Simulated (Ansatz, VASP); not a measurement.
## Two plane-wave programs on CuO

File INCAR:

```
PREC = Accurate
ENCUT = 600
EDIFF = 1E-7
ISMEAR = 0
SIGMA = 0.1
LREAL = False
LASPH = True
NELM = 150
ALGO = Normal
ISIF = 3
LWAVE = False
LCHARG = False
ISPIN = 2
MAGMOM = 0.52 0.61
LORBIT = 11
LMAXMIX = 4
GGA = PE
IBRION = 2
NSW = 90
EDIFFG = -0.04
```

KPOINTS

```
regular mesh
0
Gamma
  6 6 6
```

Contents of POSCAR:

```
CuO
1.0
    2.6452082884      0.0000000000      0.0000000000
    0.0000000000      2.6452082884      0.0000000000
    0.0000000000      0.0000000000      2.6452082884
Cu O
1 1
Direct
    0.5000000000      0.5000000000      0.5000000000
    0.0000000000      0.0000000000      0.0000000000
```

Input for Ansatz:

```yaml
crystal:
  lattice:
    - [2.645206484, 0.0, 0.0]
    - [0.0, 2.645206484, 0.0]
    - [0.0, 0.0, 2.645206484]
  atoms:
    - { symbol: Cu, position: [0.5, 0.5, 0.5], spin: 0.52 }
    - { symbol: O, position: [0.0, 0.0, 0.0], spin: 0.61 }
basis:
  ecutwfc: 420
kpoints:
  mp_grid: { grid: [6, 6, 6] }
hamiltonian:
  xc: pbe
scf:
  occupations: { method: gaussian, width: 0.1 }
  lower_state_search: "off"
output:
  forces: true
  stress: true
  eigenvalues: true
  populations: true
magnetization:
  spin_polarized: true
relax:
  adjacent_minimum: "off"
  f_tol: 0.04
  max_steps: 70
  cell: { stress_tol: 0.4 }
```

Alike in both runs: task relaxation of cell and atoms; functional PBE; k mesh 6 × 6 × 6; occupations gaussian, width 0.1 eV; collinear spin.

|  | VASP | Ansatz |
| --- | --- | --- |
| version | VASP 6.6.1 | Ansatz 0.2.0 |
| potentials or method | VASP PAW PBE potentials, release 64 (Cu, O), cutoff 600 eV | scalar-relativistic, plane waves, PAW |
| valence electrons in the cell | 17 | 25 |

|  | VASP | Ansatz | Ansatz less VASP |
| --- | --- | --- | --- |
| gap on the k mesh at the Fermi level, each at its own relaxed structure (eV) | none | none | - |
| net moment per atom (μB) | 0.49 | 0.49 | -0.001 |
| size of the moment on the site where the two differ most (μB) | 0.50 | 0.54 | +0.042 |
| relaxed volume (Å³/atom) | 9.25 | 9.25 | 0.000 |
| relaxed cell length with the largest relative difference (Å) | 2.645 | 2.645 | 0.0000 |

Site moments also hang on the region over which each program counts them. A gap of «none» marks a metal or a gap that the smearing closes. VASP's potentials hold 17 valence electrons a cell and Ansatz's 25, so a difference there can come from the potentials and not from the codes.

The k mesh is coarse, so the values compare programs but aren't converged. Noted on VASP's run: the relaxation stopped at its first step, so nothing moved.
